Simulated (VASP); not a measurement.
Write the native input for VASP 6.6.1 that does the following.

```
Task                   : single point
Functional             : PBEsol
Potentials or basis    : VASP PAW PBE potentials, release 64 (Sc_sv, H, O)
Cutoff                 : 520 eV
k mesh                 : 8 × 8 × 8
Occupations            : gaussian, width 0.01 eV
Spin                   : no spin polarisation
Dipole correction      : no
Further INCAR settings : ALGO = Normal; EDIFF = 1e-06; NBANDS = 20
```

The structure of ScHO2 lies in POSCAR:

```
ScHO2
1.0
    1.6057390825      0.9270737978      4.5005141978
   -1.6057390825      0.9270737978      4.5005141978
    0.0000000000     -1.8541475957      4.5005141978
Sc H O
1 1 2
Direct
    0.0000000000      0.0000000000      0.0000000000
    0.5000000000      0.5000000000      0.5000000000
    0.5897010000      0.5897010000      0.5897010000
    0.4102990000      0.4102990000      0.4102990000
```

One way to write it, as run:

INCAR

```
SYSTEM = ScHO2
PREC = Accurate
ENCUT = 520
EDIFF = 1E-6
ISMEAR = 0
SIGMA = 0.01
LREAL = .False.
LASPH = .True.
NELM = 80
ALGO = Normal
ISIF = 2
LWAVE = .False.
LCHARG = .False.
GGA = PS
NBANDS = 20
```

KPOINTS

```
Automatic mesh
0
Gamma
  8 8 8
  0 0 0
```

Potentials or basis: VASP PAW PBE potentials, release 64 (Sc_sv, H, O).

Command:

```bash
$ cat potpaw_PBE.64/Sc_sv/POTCAR potpaw_PBE.64/H/POTCAR potpaw_PBE.64/O/POTCAR > POTCAR
$ mpirun -np 1 vasp_std > vasp.out
```

It gave:

```json
{
  "Pressure": "-1.5 GPa",
  "Largest force": "0.154 eV/Å",
  "Band gap on the k mesh": "3.95 eV, indirect (least direct gap 4.38 eV)"
}
```

Caveat: the PAW data sets were made with another functional, which shifts forces and pressure a little.

Wall time 98 s on 1 thread of Intel(R) Xeon(R) Platinum 8375C CPU @ 2.90GHz (Ice Lake), with other jobs on the host, peak memory 0.23 GiB.
